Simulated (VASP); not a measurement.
# C (Cmmm) in VASP: single point with r2SCAN

Aim: the single point of C with r2SCAN.

All numbers are computed with VASP 6.6.1; they aren't measurements. Logs are shortened: lines on timing, memory, paths and dates and some standing lists are left out, and cuts for length are marked.

## (1) The cell of the first run

Symmetry: Cmmm, No. 65, orthorhombic system. The conventional cell has a = 4.230 Å, b = 8.719 Å, c = 2.500 Å, α = 90.00°, β = 90.00°, γ = 90.00°. Within 2.0 Å of C (site symmetry m) lie 4 C at 1.52 to 1.57 Å. Within 2.0 Å of C (site symmetry m) lie 4 C at 1.52 to 1.56 Å.

## (2) Single point, r2SCAN

The input, POSCAR:

```
C
1.0
    2.1152110000     -4.3593110000      0.0000000000
    2.1152110000      4.3593110000      0.0000000000
    0.0000000000      0.0000000000      2.4995960000
C
8
Direct
    0.6482150000      0.9813910000      0.0000000000
    0.3517850000      0.0186090000      0.0000000000
    0.0186090000      0.3517850000      0.0000000000
    0.9813910000      0.6482150000      0.0000000000
    0.4047290000      0.2263750000      0.5000000000
    0.5952710000      0.7736250000      0.5000000000
    0.7736250000      0.5952710000      0.5000000000
    0.2263750000      0.4047290000      0.5000000000
```

The input, INCAR.step1:

```
SYSTEM = C
ALGO     = Normal         ! electronic algorithm
EDIFF    = 1E-4           ! SCF threshold, eV
ENCUT    = 520            ! plane-wave cutoff, eV
GGA      = PE             ! functional
ISMEAR   = -1             ! smearing method
LASPH    = .TRUE.         ! aspherical terms in the spheres
LCHARG   = .FALSE.        ! write CHGCAR
LREAL    = .FALSE.        ! projectors in reciprocal space
LWAVE    = .TRUE.         ! write WAVECAR
NBANDS   = 26             ! bands
NELM     = 60             ! most SCF steps
PREC     = Accurate       ! precision mode
SIGMA    = 0.05           ! smearing width, eV
```

The input, INCAR.step2:

```
SYSTEM = C
ALGO     = Normal         ! electronic algorithm
EDIFF    = 1E-6           ! SCF threshold, eV
ENCUT    = 520            ! plane-wave cutoff, eV
ISIF     = 2              ! what is computed and relaxed
ISMEAR   = -1             ! smearing method
ISTART   = 1            
LASPH    = .TRUE.         ! aspherical terms in the spheres
LCHARG   = .FALSE.        ! write CHGCAR
LMIXTAU  = .TRUE.       
LREAL    = .FALSE.        ! projectors in reciprocal space
LWAVE    = .FALSE.        ! write WAVECAR
METAGGA  = R2SCAN         ! meta-GGA
NBANDS   = 26             ! bands
NELM     = 60             ! most SCF steps
PREC     = Accurate       ! precision mode
SIGMA    = 0.05           ! smearing width, eV
```

The input, KPOINTS:

```
k-points
0
G
  6 6 9
  0 0 0
```

Potentials or basis: VASP PAW PBE potentials, release 64 (C).

On the command line:

```
cat potpaw_PBE.64/C/POTCAR > POTCAR
cp INCAR.step1 INCAR
mpirun -np 1 vasp_std > vasp.out
cp INCAR.step2 INCAR
mpirun -np 1 vasp_std > vasp.out
```

OUTCAR:

```text
SYSTEM = C
   EDIFF = 1E-6
   ENCUT = 520
   ISIF = 2
   ISMEAR = -1
   ISTART = 1
   LASPH = .TRUE.
   LREAL = .FALSE.
   METAGGA = R2SCAN
   NELM = 60
   PREC = Accurate

 ion  position               nearest neighbor table
   1  0.648  0.981  0.000-   6 1.52   6 1.52   2 1.55   3 1.57
   2  0.352  0.019  0.000-   5 1.52   5 1.52   1 1.55   4 1.57
   3  0.019  0.352  0.000-   8 1.52   8 1.52   4 1.55   1 1.57
   4  0.981  0.648  0.000-   7 1.52   7 1.52   3 1.55   2 1.57
   5  0.405  0.226  0.500-   2 1.52   2 1.52   8 1.56   7 1.56
   6  0.595  0.774  0.500-   1 1.52   1 1.52   7 1.56   8 1.56
   7  0.774  0.595  0.500-   4 1.52   4 1.52   6 1.56   5 1.56
   8  0.226  0.405  0.500-   3 1.52   3 1.52   5 1.56   6 1.56

  LATTYP: Found a base centered orthorhombic cell.
 ALAT       =     4.2304220000
 B/A-ratio  =     2.0609343465
 C/A-ratio  =     0.5908620937

  Lattice vectors:

 A1 = (   2.1152110000,  -4.3593110000,   0.0000000000)
 A2 = (   2.1152110000,   4.3593110000,   0.0000000000)
 A3 = (   0.0000000000,   0.0000000000,   2.4995960000)

Analysis of symmetry for initial positions (statically):
=====================================================================
 Subroutine PRICEL returns:
 Original cell was already a primitive cell.

 Routine SETGRP: Setting up the symmetry group for a
 base centered orthorhombic supercell.

 Subroutine GETGRP returns: Found  8 space group operations
 (whereof  8 operations were pure point group operations)
 out of a pool of  8 trial point group operations.

The static configuration has the point symmetry D_2h.

Analysis of symmetry for dynamics (positions and initial velocities):
=====================================================================
 Subroutine PRICEL returns:
 Original cell was already a primitive cell.

 Routine SETGRP: Setting up the symmetry group for a
 base centered orthorhombic supercell.

 Subroutine GETGRP returns: Found  8 space group operations
 (whereof  8 operations were pure point group operations)
 out of a pool of  8 trial point group operations.

The dynamic configuration has the point symmetry D_2h.

 Subroutine INISYM returns: Found  8 space group operations
 (whereof  8 operations are pure point group operations),
 and found     1 'primitive' translations

[... 104 lines left out ...]
   ENCUT  =  520.0 eV  38.22 Ry    6.18 a.u.   9.01  9.01  4.65*2*pi/ulx,y,z
   NELM   =     60;   NELMIN=  2; NELMDL=  0     # of ELM steps
   EDIFF  = 0.1E-05   stopping-criterion for ELM
   LREAL  =      F    real-space projection
   EDIFFG = 0.1E-04   stopping-criterion for IOM
   NSW    =      0    number of steps for IOM
   IBRION =     -1    ionic relax: 0-MD 1-quasi-New 2-CG
   NFREE  =      0    steps in history (QN), initial steepest desc. (CG)
   ISIF   =      2    stress and relaxation
   ISYM   =      2    0-nonsym 1-usesym 2-fastsym
   POTIM  = 0.5000    time-step for ionic-motion
   TEBEG  =    0.0;   TEEND  =   0.0 temperature during run
   PSTRESS=    0.0 pullay stress
   NELECT =      32.0000    total number of electrons
   NUPDOWN=      -1.0000    fix difference up-down
   EMIN   =  10.00;   EMAX   =-10.00  energy-range for DOS
   EFERMI =   0.00;   METHOD = LEGACY
   ISMEAR =    -1;   SIGMA  =   0.05  broadening in eV -4-tet -1-fermi 0-gaus
   EFERMI_NEDOS =   21; number of points for ismear=-14 and -15
   IALGO  =     38    algorithm
   IMIX   =      4    mixing-type and parameters
     AMIX     =   0.40;   BMIX     =  1.00
     AMIX_MAG =   1.60;   BMIX_MAG =  1.00
  volume/ion in A,a.u.               =       5.76        38.88
  Fermi-wavevector in a.u.,A,eV,Ry     =   1.449554  2.739260 28.588650  2.101207
  Thomas-Fermi vector in A             =   2.567267
   LORBIT       =      0    0 simple, 1 ext, 2 COOP (PROOUT), +10 PAW based schemes
   METAGGA = R2SCAN    functional components
   LHFCALC =     F    Hartree Fock is set to
   AEXX    =    0.0000 exact exchange contribution
   IVDW    =     0    specifies the selected vdW correction
   LEPSILON=     F    determine dielectric tensor
   LRPA    =     F    only Hartree local field effects (RPA)
 non-spin polarized calculation
  energy-cutoff  :      520.00
  volume of cell :       46.10
 maximum number of plane-waves:      1257
   NGX = 17   NGY = 17   NGZ =  9

 number of electron      32.0000003 magnetization

 Free energy of the ion-electron system (eV)
  ---------------------------------------------------
  ext. energy  EPLUGINS =         0.00000000
  ---------------------------------------------------
  free energy    TOTEN  =       -77.49226972 eV

  energy without entropy =      -77.49226972  energy(sigma->0) =      -77.49226972

 E-fermi :  10.6508     XC(G=0): -14.1114

 val. band max:        9.6865507577   @ k =   0.5000   0.5000   0.0000
 cond. band min:      13.2287979736   @ k =   0.5000   0.5000   0.3333
 fundamental gap:      3.5422472159
 Fermi energy:        10.6507501023

 k-point     1 :       0.0000    0.0000    0.0000
  band No.  band energies     occupation
      1     -13.2204      2.00000
      2      -7.8287      2.00000
      3      -6.5345      2.00000
      4      -6.3683      2.00000
      5      -5.7824      2.00000
      6      -3.2057      2.00000
[... 685 lines left out ...]
     25      20.3130      0.00000
     26      21.1134      0.00000

 [... further k-points ...]
[... 5 lines left out ...]
  --------------------------------------------------------------------------------------
  -------------------------------------------------------------------------------------
  Total        1.2586829      1.1873153      1.1420685      0.0000000      0.0000000      0.0000000
  in kB       43.7477321     41.2672273     39.6945959      0.0000000      0.0000000      0.0000000
  external PRESSURE =      41.5698518 kB  Pullay stress =       0.0000000 kB

 VOLUME and BASIS-vectors are now :
 -----------------------------------------------------------------------------
  energy-cutoff  :      520.00
  volume of cell :       46.10
      direct lattice vectors                 reciprocal lattice vectors
     2.115211000 -4.359311000  0.000000000     0.236383037 -0.114697024  0.000000000
     2.115211000  4.359311000  0.000000000     0.236383037  0.114697024  0.000000000
     0.000000000  0.000000000  2.499596000     0.000000000  0.000000000  0.400064650

 POSITION                                       TOTAL-FORCE (eV/Angst)
 -----------------------------------------------------------------------------------
      3.44696      1.45242      0.00000         0.013869     -0.004102      0.000000
      0.78346     -1.45242      0.00000        -0.013869      0.004102      0.000000
      0.78346      1.45242      0.00000        -0.013869     -0.004102      0.000000
      3.44696     -1.45242      0.00000         0.013869      0.004102      0.000000
      1.33492     -0.77750      1.24980        -0.045031     -0.022662     -0.000000
      2.89550      0.77750      1.24980         0.045031      0.022662      0.000000
      2.89550     -0.77750      1.24980         0.045031     -0.022662      0.000000
      1.33492      0.77750      1.24980        -0.045031      0.022662     -0.000000
 -----------------------------------------------------------------------------------
    total drift:                                0.000000      0.000000      0.000000

  FREE ENERGIE OF THE ION-ELECTRON SYSTEM (eV)
  ---------------------------------------------------
  free  energy   TOTEN  =       -77.4922697222 eV

  energy  without entropy=      -77.4922697222  energy(sigma->0) =      -77.49226972
```

OSZICAR.step1:

```text
N       E                     dE             d eps       ncg     rms          rms(c)
DAV:   1     0.717346581351E+02    0.71735E+02   -0.16877E+04  3380   0.120E+03
DAV:   2    -0.689407781094E+02   -0.14068E+03   -0.13037E+03  4468   0.234E+02
DAV:   3    -0.743808827665E+02   -0.54401E+01   -0.53888E+01  4574   0.411E+01
DAV:   4    -0.744319620704E+02   -0.51079E-01   -0.51001E-01  4288   0.441E+00
DAV:   5    -0.744328644061E+02   -0.90234E-03   -0.90171E-03  4516   0.546E-01    0.112E+01
DAV:   6    -0.723646584617E+02    0.20682E+01   -0.13866E+00  3740   0.637E+00    0.666E+00
DAV:   7    -0.716810462161E+02    0.68361E+00   -0.15634E+00  3964   0.690E+00    0.159E+00
DAV:   8    -0.716873500246E+02   -0.63038E-02   -0.37387E-02  4396   0.113E+00    0.378E-01
DAV:   9    -0.716879493712E+02   -0.59935E-03   -0.28270E-03  4186   0.340E-01    0.461E-02
DAV:  10    -0.716880268588E+02   -0.77488E-04   -0.17592E-04  3476   0.872E-02
   1 F= -.71688027E+02 E0= -.71688027E+02  d E =-.331812E-10
```

Wall time 5.6 min (1 thread of AMD EPYC 7R43 (Zen 3), shared host); peak memory 0.15 GiB.

What came out:

- Free energy: -77.4923 eV
- Pressure: 4.2 GPa
- Largest force: 0.050 eV/Å
- Band gap on the k mesh: 3.54 eV (least direct gap 5.35 eV)

Forces on the atoms (eV/Å):
```
C    0.014 -0.004  0.000
C   -0.014  0.004  0.000
C   -0.014 -0.004  0.000
C    0.014  0.004  0.000
C   -0.045 -0.023  0.000
C    0.045  0.023  0.000
C    0.045 -0.023  0.000
C   -0.045  0.023  0.000
```

Stress tensor (GPa, compression positive):
```
4.37 0.00 0.00
0.00 4.13 0.00
0.00 0.00 3.97
```

Levels at points of the mesh, in eV from the valence-band top:
```tsv
k point	band 14	band 15	band 16	band 17	band 18	band 19
(0.00, 0.00, 0.00)	-2.12	-1.94	-1.28	4.88	5.10	5.33
(0.50, 0.00, 0.00)	-3.02	-2.82	-2.54	5.21	6.37	6.45
(0.50, 0.50, 0.00)	-0.30	-0.19	0.00	5.36	5.59	6.37
```

Caveat: the cell stands under pressure; the PAW data sets were made with another functional, which shifts forces and pressure a little; an odd mesh through Γ misses points on the zone boundary, where band edges can lie.
